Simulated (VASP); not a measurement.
# LiF (I4/mmm) in VASP: further runs

LiF is run at these levels: r2SCAN; tasks: single point.

All numbers are computed with VASP 6.6.1; they aren't measurements. Logs are shortened: lines on timing, memory, paths and dates and some standing lists are left out, and cuts for length are marked.

### 1 The cell of the first run

Symmetry: I4/mmm, No. 139, tetragonal system. Conventional cell: a = 2.848 Å, b = 2.848 Å, c = 3.625 Å, α = 90.00°, β = 90.00°, γ = 90.00°. Li (site symmetry 4/mmm) has 6 F at 1.81 to 2.01 Å within 2.4 Å. F (site symmetry 4/mmm) has 6 Li at 1.81 to 2.01 Å within 2.4 Å.

### 2 Single point, r2SCAN (strain -0.1000 x Voigt [0, 1, 0, 0, 0, 0])

File POSCAR:

```
LiF
1.0
    0.0000000000      1.8126000000      2.0140000000
    2.0140000000      0.0000000000      2.0140000000
    2.0140000000      1.8126000000      0.0000000000
Li F
1 1
Direct
    0.0000000000      0.0000000000      0.0000000000
    0.5000000000      0.5000000000      0.5000000000
```

File INCAR.step1:

```
SYSTEM = LiF
ALGO = Normal ; EDIFF = 1E-4
ENCUT = 520 ; GGA = PE
ISMEAR = 0 ; LASPH = .True.
LCHARG = .False. ; LREAL = .False.
LWAVE = .True. ; NBANDS = 12
NELM = 80 ; PREC = Accurate
SIGMA = 0.05
```

File INCAR.step2:

```
SYSTEM = LiF
ALGO = Normal ; EDIFF = 1E-7
ENCUT = 520 ; ISIF = 2
ISMEAR = 0 ; ISTART = 1
LASPH = .True. ; LCHARG = .False.
LMIXTAU = .True. ; LREAL = .False.
LWAVE = .False. ; METAGGA = R2SCAN
NBANDS = 12 ; NELM = 80
PREC = Accurate ; SIGMA = 0.05
```

File KPOINTS:

```
k-points
0
Gamma
  10 10 10
  0 0 0
```

Potentials or basis: VASP PAW PBE potentials, release 64 (Li_sv, F).

Run with:

```bash
cat potpaw_PBE.64/Li_sv/POTCAR potpaw_PBE.64/F/POTCAR > POTCAR
cp INCAR.step1 INCAR
mpirun -np 1 vasp_std > vasp.out
cp INCAR.step2 INCAR
mpirun -np 1 vasp_std > vasp.out
```

OUTCAR:

```text
SYSTEM = LiF
   EDIFF = 1E-7
   ENCUT = 520
   ISIF = 2
   ISMEAR = 0
   ISTART = 1
   LASPH = .True.
   LREAL = .False.
   METAGGA = R2SCAN
   NELM = 80
   PREC = Accurate

 ion  position               nearest neighbor table
   1  0.000  0.000  0.000-   2 1.81   2 1.81   2 2.01   2 2.01   2 2.01   2 2.01
   2  0.500  0.500  0.500-   1 1.81   1 1.81   1 2.01   1 2.01   1 2.01   1 2.01

  LATTYP: Found a body centered tetragonal cell.
 ALAT       =     2.8482261146
 C/A-ratio  =     1.2727922061

  Lattice vectors:

 A1 = (   0.0000000000,  -1.8126000000,   2.0140000000)
 A2 = (   0.0000000000,  -1.8126000000,  -2.0140000000)
 A3 = (   2.0140000000,   1.8126000000,   0.0000000000)

Analysis of symmetry for initial positions (statically):
=====================================================================
 Subroutine PRICEL returns:
 Original cell was already a primitive cell.

 Routine SETGRP: Setting up the symmetry group for a
 body centered tetragonal supercell.

 Subroutine GETGRP returns: Found 16 space group operations
 (whereof 16 operations were pure point group operations)
 out of a pool of 16 trial point group operations.

The static configuration has the point symmetry D_4h.

Analysis of symmetry for dynamics (positions and initial velocities):
=====================================================================
 Subroutine PRICEL returns:
 Original cell was already a primitive cell.

 Routine SETGRP: Setting up the symmetry group for a
 body centered tetragonal supercell.

 Subroutine GETGRP returns: Found 16 space group operations
 (whereof 16 operations were pure point group operations)
 out of a pool of 16 trial point group operations.

The dynamic configuration has the point symmetry D_4h.

 Subroutine INISYM returns: Found 16 space group operations
 (whereof 16 operations are pure point group operations),
 and found     1 'primitive' translations

----------------------------------------------------------------------------------------

                                     Primitive cell

  volume of cell :      14.7045

  direct lattice vectors                    reciprocal lattice vectors
     0.000000000  1.812600000  2.014000000    -0.248262165  0.275846850  0.248262165
     2.014000000  0.000000000  2.014000000     0.248262165 -0.275846850  0.248262165
     2.014000000  1.812600000  0.000000000     0.248262165  0.275846850 -0.248262165

  length of vectors
     2.709559883  2.848226115  2.709559883     0.446497133  0.446497133  0.446497133

  position of ions in fractional coordinates (direct lattice)
     0.000000000  0.000000000  0.000000000
     0.500000000  0.500000000  0.500000000

  ion indices of the primitive-cell ions
   primitive index   ion index
                 1           1
                 2           2

----------------------------------------------------------------------------------------

 KPOINTS: k-points

Automatic generation of k-mesh.
 Grid dimensions read from file:
 generate k-points for:   10   10   10

 Generating k-lattice:

  Cartesian coordinates                     Fractional coordinates (reciprocal lattice)
    -0.024826216  0.027584685  0.024826216     0.100000000  0.000000000  0.000000000
     0.024826216 -0.027584685  0.024826216    -0.000000000  0.100000000 -0.000000000
     0.024826216  0.027584685 -0.024826216     0.000000000  0.000000000  0.100000000

  Length of vectors
     0.044649713  0.044649713  0.044649713

  Shift w.r.t. Gamma in fractional coordinates (k-lattice)
     0.000000000  0.000000000  0.000000000

 Subroutine IBZKPT returns following result:
 ===========================================

 Found    102 irreducible k-points:

 Following reciprocal coordinates:
            Coordinates               Weight
  0.000000  0.000000  0.000000      1.000000
  0.100000  0.000000 -0.000000      8.000000
  0.200000  0.000000 -0.000000      8.000000
  0.300000  0.000000  0.000000      8.000000
  0.400000  0.000000  0.000000      8.000000
  0.500000  0.000000 -0.000000      4.000000
[... 16 lines left out ...]
  0.300000  0.300000  0.000000      4.000000
  0.400000  0.300000 -0.000000     16.000000
 [... further k-points ...]
   k-points           NKPTS =    102   k-points in BZ     NKDIM =    102   number of bands    NBANDS=     12
   number of dos      NEDOS =    301   number of ions     NIONS =      2
   total plane-waves  NPLWV =   9600
   dimension x,y,z NGX =    20 NGY =   24 NGZ =   20
   dimension x,y,z NGXF=    40 NGYF=   48 NGZF=   40
   ions per type =               1   1
   NGX,Y,Z   is equivalent  to a cutoff of  12.27, 14.01, 12.27 a.u.
   NGXF,Y,Z  is equivalent  to a cutoff of  24.54, 28.02, 24.54 a.u.
 SYSTEM =  LiF
   PREC   = accura    normal or accurate (medium, high low for compatibility)
   ISTART =      1    job   : 0-new  1-cont  2-samecut
   ICHARG =      0    charge: 1-file 2-atom 10-const
   ISPIN  =      1    spin polarized calculation?
   LNONCOLLINEAR =      F non collinear calculations
   LSORBIT =      F    spin-orbit coupling
   LASPH  =      T    aspherical Exc in radial PAW
   ENCUT  =  520.0 eV  38.22 Ry    6.18 a.u.   5.04  5.30  5.04*2*pi/ulx,y,z
   NELM   =     80;   NELMIN=  2; NELMDL=  0     # of ELM steps
   EDIFF  = 0.1E-06   stopping-criterion for ELM
   LREAL  =      F    real-space projection
   EDIFFG = 0.1E-05   stopping-criterion for IOM
   NSW    =      0    number of steps for IOM
   IBRION =     -1    ionic relax: 0-MD 1-quasi-New 2-CG
   NFREE  =      0    steps in history (QN), initial steepest desc. (CG)
   ISIF   =      2    stress and relaxation
   ISYM   =      2    0-nonsym 1-usesym 2-fastsym
   POTIM  = 0.5000    time-step for ionic-motion
   TEBEG  =    0.0;   TEEND  =   0.0 temperature during run
   PSTRESS=    0.0 pullay stress
   NELECT =      10.0000    total number of electrons
   NUPDOWN=      -1.0000    fix difference up-down
   EMIN   =  10.00;   EMAX   =-10.00  energy-range for DOS
   EFERMI =   0.00;   METHOD = LEGACY
   ISMEAR =     0;   SIGMA  =   0.05  broadening in eV -4-tet -1-fermi 0-gaus
   EFERMI_NEDOS =   21; number of points for ismear=-14 and -15
   IALGO  =     38    algorithm
   IMIX   =      4    mixing-type and parameters
     AMIX     =   0.40;   BMIX     =  1.00
     AMIX_MAG =   1.60;   BMIX_MAG =  1.00
  volume/ion in A,a.u.               =       7.35        49.62
  Fermi-wavevector in a.u.,A,eV,Ry     =   1.439653  2.720550 28.199450  2.072601
  Thomas-Fermi vector in A             =   2.558485
   LORBIT       =      0    0 simple, 1 ext, 2 COOP (PROOUT), +10 PAW based schemes
   METAGGA = R2SCAN    functional components
   LHFCALC =     F    Hartree Fock is set to
   AEXX    =    0.0000 exact exchange contribution
   IVDW    =     0    specifies the selected vdW correction
   LEPSILON=     F    determine dielectric tensor
   LRPA    =     F    only Hartree local field effects (RPA)
 non-spin polarized calculation
 Gauss-broadening in eV      SIGMA  =   0.05
  energy-cutoff  :      520.00
  volume of cell :       14.70
 maximum number of plane-waves:       426
   NGX = 11   NGY = 11   NGZ = 11

 number of electron       9.9999988 magnetization

 Free energy of the ion-electron system (eV)
  ---------------------------------------------------
  ext. energy  EPLUGINS =         0.00000000
  ---------------------------------------------------
  free energy    TOTEN  =       -11.82119451 eV

  energy without entropy =      -11.82119451  energy(sigma->0) =      -11.82119451

 E-fermi :  -0.6935     XC(G=0): -11.0976

 val. band max:       -0.8879572685   @ k =   0.0000   0.0000   0.0000
 cond. band min:      10.2399974514   @ k =   0.0000   0.0000   0.0000
 fundamental gap:     11.1279547200
 Fermi energy:        -0.6934869394

 k-point     1 :       0.0000    0.0000    0.0000
  band No.  band energies     occupation
      1     -42.8109      2.00000
      2     -22.3702      2.00000
      3      -1.2315      2.00000
      4      -0.8880      2.00000
      5      -0.8880      2.00000
      6      10.2400      0.00000
      7      25.4478      0.00000
      8      25.4479      0.00000
      9      25.6846      0.00000
     10      25.6865      0.00000
     11      26.3509      0.00000
     12      28.9471      0.00000

 k-point     2 :       0.1000    0.0000   -0.0000
  band No.  band energies     occupation
      1     -42.8020      2.00000
      2     -22.3297      2.00000
      3      -1.3957      2.00000
      4      -1.0365      2.00000
      5      -0.9385      2.00000
      6      10.5241      0.00000
      7      22.6740      0.00000
      8      23.7920      0.00000
      9      25.5299      0.00000
     10      26.8944      0.00000
     11      27.0567      0.00000
     12      28.8907      0.00000

 k-point     3 :       0.2000    0.0000   -0.0000
  band No.  band energies     occupation
      1     -42.7786      2.00000
      2     -22.2199      2.00000
      3      -2.0791      2.00000
      4      -1.1127      2.00000
      5      -1.0681      2.00000
      6      11.1299      0.00000
      7      20.0757      0.00000
      8      21.9679      0.00000
      9      24.3735      0.00000
     10      28.0746      0.00000
     11      28.3345      0.00000
     12      29.6904      0.00000
[... 286 lines left out ...]
 k-point    23 :       0.3000    0.3000    0.0000
  band No.  band energies     occupation
      1     -42.7418      2.00000
      2     -21.9059      2.00000
      3      -3.2105      2.00000
      4      -2.0214      2.00000
      5      -1.4092      2.00000
      6      13.2371      0.00000
      7      19.1518      0.00000
      8      20.6340      0.00000
      9      22.1008      0.00000
     10      24.0579      0.00000
     11      36.3592      0.00000
     12      37.6474      0.00000

 k-point    24 :       0.4000    0.3000   -0.0000
  band No.  band energies     occupation
      1     -42.7252      2.00000
      2     -21.7853      2.00000
      3      -3.6956      2.00000
      4      -2.1770      2.00000
      5      -1.5741      2.00000
      6      13.9863      0.00000
      7      18.0276      0.00000
      8      20.2222      0.00000
      9      22.5275      0.00000
     10      24.2797      0.00000
     11      36.1996      0.00000
     12      37.7019      0.00000

 [... further k-points ...]
[... 5 lines left out ...]
  --------------------------------------------------------------------------------------
  -------------------------------------------------------------------------------------
  Total        0.2294290      1.9492394      0.2294290      0.0000000      0.0000000      0.0000000
  in kB       24.9981543    212.3854948     24.9981543      0.0000000      0.0000000      0.0000000
  external PRESSURE =      87.4606011 kB  Pullay stress =       0.0000000 kB

 VOLUME and BASIS-vectors are now :
 -----------------------------------------------------------------------------
  energy-cutoff  :      520.00
  volume of cell :       14.70
      direct lattice vectors                 reciprocal lattice vectors
     0.000000000  1.812600000  2.014000000    -0.248262165  0.275846850  0.248262165
     2.014000000  0.000000000  2.014000000     0.248262165 -0.275846850  0.248262165
     2.014000000  1.812600000  0.000000000     0.248262165  0.275846850 -0.248262165

 POSITION                                       TOTAL-FORCE (eV/Angst)
 -----------------------------------------------------------------------------------
      0.00000      0.00000      0.00000        -0.000000      0.000000      0.000000
      2.01400      1.81260      2.01400         0.000000      0.000000     -0.000000
 -----------------------------------------------------------------------------------
    total drift:                                0.000000      0.000000      0.000000

  FREE ENERGIE OF THE ION-ELECTRON SYSTEM (eV)
  ---------------------------------------------------
  free  energy   TOTEN  =       -11.8211945060 eV

  energy  without entropy=      -11.8211945060  energy(sigma->0) =      -11.82119451
```

Run time: 2.2 min. Hardware: 1 thread of Intel Xeon 8259CL, shared host; peak memory 0.14 GiB.

What came out:

- Free energy: -11.8212 eV
- Band gap on the k mesh: 11.13 eV

Caveat: the cell differs from its parent crystal (strain -0.1000 x Voigt [0, 1, 0, 0, 0, 0]); the cutoff is under 1.25 times the usual one of these potentials, so pressure, stress and relaxed cells hold a basis-set (Pulay) error; the PAW data sets were made with another functional, which shifts forces and pressure a little.

(Continued in part 2 of 3.)
